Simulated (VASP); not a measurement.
Write the native input for VASP 6.6.1 that does the following.

```yaml
Task: relaxation of cell and atoms
Functional: PBE
Potentials_or_basis: VASP PAW PBE potentials, release 64 (Ta_pv)
Cutoff: 600 eV
k_mesh: 12 × 12 × 16
Occupations: gaussian, width 0.1 eV
Spin: no spin polarisation
Dipole_correction: no
Further_INCAR_settings: ALGO = Fast; EDIFF = 1e-07; IBRION = 2; EDIFFG = -0.01; NSW = 100; ISIF = 3
```

The structure of Ta lies in POSCAR:

```
Ta
1.0
    4.8524296187      0.0000000000      0.0000000000
   -2.4262148093      4.2023273199      0.0000000000
    0.0000000000      0.0000000000      2.7427942193
Ta
3
Direct
    0.0000000000      0.0000000000      0.0000000000
    0.3333333333      0.6666666667      0.5000000000
    0.6666666667      0.3333333333      0.5000000000
```

This isn't the form of Ta at room conditions, which is bcc.

One way to write it, as run:

INCAR

```
  PREC = Accurate
  ENCUT = 600
  EDIFF = 1E-7
  ISMEAR = 0
  SIGMA = 0.1
  LREAL = False
  LASPH = True
  NELM = 60
  ALGO = Fast
  ISIF = 3
  LWAVE = False
  LCHARG = False
  GGA = PE
  IBRION = 2
  NSW = 100
  EDIFFG = -0.01
```

KPOINTS

```
Automatic mesh
0
Gamma
  12 12 16
```

Potentials or basis: VASP PAW PBE potentials, release 64 (Ta_pv).

Command:

```console
$ cat potpaw_PBE.64/Ta_pv/POTCAR > POTCAR
$ mpirun -np 1 vasp_std > vasp.out
```

It gave:

| Property | Result |
| --- | --- |
| Relaxed volume | 18.65 Å³/atom |
| Relaxed cell | a = 4.865 Å, b = 4.865 Å, c = 2.729 Å, α = 90.00°, β = 90.00°, γ = 120.00° |
| Space group after relaxing (to 0.1 Å) | P6/mmm (No. 191) |
| Energy gained by relaxing | 0.7 meV/atom |
| Ionic steps | 6 |
| Pressure after relaxing | 0.0 GPa |
| Band gap on the k mesh | zero (an odd number of electrons rules out a gap without spin polarisation) |

Caveat: spin-orbit coupling is left out, which moves the levels of the heavy elements.

Run time: 18 min on 1 thread of Oxide Virtual Turin-like Processor, on a shared host, peak memory 0.31 GiB.
